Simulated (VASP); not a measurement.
Here is a VASP 6.6.1 calculation.

The input INCAR:

```
SYSTEM = Co
  ALGO = Normal
  EDIFF = 1E-6
  ENCUT = 520
  GGA = CA
  ISIF = 2
  ISMEAR = 0
  ISPIN = 2
  LASPH = .True.
  LCHARG = .False.
  LMAXMIX = 4
  LORBIT = 11
  LREAL = .False.
  LWAVE = .False.
  MAGMOM = 1.72 1.72
  NBANDS = 20
  NELM = 150
  PREC = Accurate
  SIGMA = 0.05
```

Contents of KPOINTS:

```
k-points
0
Gamma
  20 20 12
  0 0 0
```

Contents of POSCAR:

```
Co
1.0
    2.4294441922      0.0000000000      0.0000000000
   -1.2147220961      2.1039603875      0.0000000000
    0.0000000000      0.0000000000      3.9179299248
Co
2
Direct
    0.3333333333      0.6666666667      0.7500000000
    0.6666666667      0.3333333333      0.2500000000
```

Potentials or basis: VASP PAW LDA potentials, release 64 (Co).

Run with:

```bash
$ cat potpaw_LDA.64/Co/POTCAR > POTCAR
$ mpirun -np 1 vasp_std > vasp.out
```

**Question.** Predict the net moment.

**Answer.** 2.98 μB per cell.

**Question.** Predict the site moments.

**Answer.** Co +1.49 μB.

Stress tensor (GPa, compression positive):
```
-1.17  0.00  0.00
 0.00 -1.17  0.00
 0.00  0.00 -1.45
```
